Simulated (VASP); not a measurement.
Here is a VASP 6.6.1 calculation.

INCAR

```
SYSTEM = Li
  PREC = Accurate
  ENCUT = 520
  EDIFF = 1E-6
  ISMEAR = -1
  SIGMA = 0.1
  LREAL = .FALSE.
  LASPH = .TRUE.
  NELM = 60
  ALGO = Normal
  ISIF = 2
  LWAVE = .FALSE.
  LCHARG = .FALSE.
  GGA = PS
  NBANDS = 10
```

The input KPOINTS:

```
regular mesh
0
G
  15 15 7
  0 0 0
```

File POSCAR:

```
Li
1.0
   -2.1006872274      1.7285959602      1.5582050226
    1.7285959602     -2.1006872274      1.5582050226
    3.9280201478      3.9280201478     -2.2396908599
Li
2
Direct
    0.9556141267      0.0443858733      0.0000000000
    0.7943858733      0.2056141267      0.5000000000
```

Potentials or basis: VASP PAW PBE potentials, release 64 (Li_sv).

Launch:

```console
$ cat potpaw_PBE.64/Li_sv/POTCAR > POTCAR
$ mpirun -np 1 vasp_std > vasp.out
```

Task: What does it give for the band gap on the k mesh?

Result: Zero (bands 3 and 4 overlap by 4.33 eV).
